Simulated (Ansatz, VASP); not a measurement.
# Two plane-wave programs on Al12H

```xyz
13
Lattice="5.6789 0.0000 0.0000 0.0000 5.6789 0.0000 0.0000 0.0000 21.1413" Properties=species:S:1:pos:R:3 pbc="T T T"
Al    1.4197    1.4197    4.0000
Al    1.4197    4.2591    4.0000
Al    4.2591    1.4197    4.0000
Al    4.2591    4.2591    4.0000
Al    0.0000    0.0000    6.0693
Al    0.0000    2.8394    6.0693
Al    2.8394    0.0000    6.0693
Al    2.8394    2.8394    6.0693
Al    1.4197    1.4197    8.1413
Al    1.4197    4.2591    8.1413
Al    4.2591    1.4197    8.1413
Al    4.2591    4.2591    8.1413
H     2.3662    2.3662    9.8113
```

Alike in both runs: task single point; functional PBEsol; k mesh 5 × 5 × 1; occupations gaussian, width 0.1 eV; no spin polarisation.

```csv
,VASP,Ansatz
version,VASP 6.6.1,Ansatz 0.2.0
potentials or method,"VASP PAW PBE potentials, release 64 (Al, H), cutoff 520 eV","scalar-relativistic, plane waves, PAW"
valence electrons in the cell,37,37
```

Ansatz gave:

| Quantity | Value |
| --- | --- |
| gap on the k mesh at the Fermi level (eV) | none |
| rms of the force components (eV/Å) | 0.307 |

Q: Estimate VASP's values.

A: gap on the k mesh at the Fermi level (eV): none; rms of the force components (eV/Å): 0.308.

VASP's potentials were made for PBE, not for PBEsol. Atom by atom the forces differ by 0.001 eV/Å (rms over components). A gap of «none» marks a metal or a gap that the smearing closes.
